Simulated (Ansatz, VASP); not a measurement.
One calculation of CO2, two programs

```
C O
1.0
    -1.95481    1.95481    2.96733
     1.95481   -1.95481    2.96733
     1.95481    1.95481   -2.96733
C O
2 4
Direct
  0.00000 0.00000 0.00000
  0.75000 0.25000 0.50000
  0.37500 0.29235 0.41735
  0.70765 0.12500 0.08265
  0.87500 0.95765 0.58265
  0.04235 0.62500 0.91735
```

Alike in both runs: task single point; functional r2SCAN; k mesh 6 × 6 × 6; no spin polarisation.

```csv
,VASP,Ansatz
version,VASP 6.6.1,Ansatz 0.2.0
potentials or method,"VASP PAW PBE potentials, release 64 (C, O)","plane waves, PAW"
plane-wave cutoff (eV),520,500
occupations,"gaussian, width 0.01 eV",fixed
valence electrons in the cell,32,32
```

VASP gave:

```
gap on the k mesh at the Fermi level (eV) : 8.48
```

**Question.** Estimate Ansatz's values.

**Answer.** gap on the k mesh at the Fermi level (eV): 8.59.

VASP's potentials were made for PBE, not for r2SCAN.
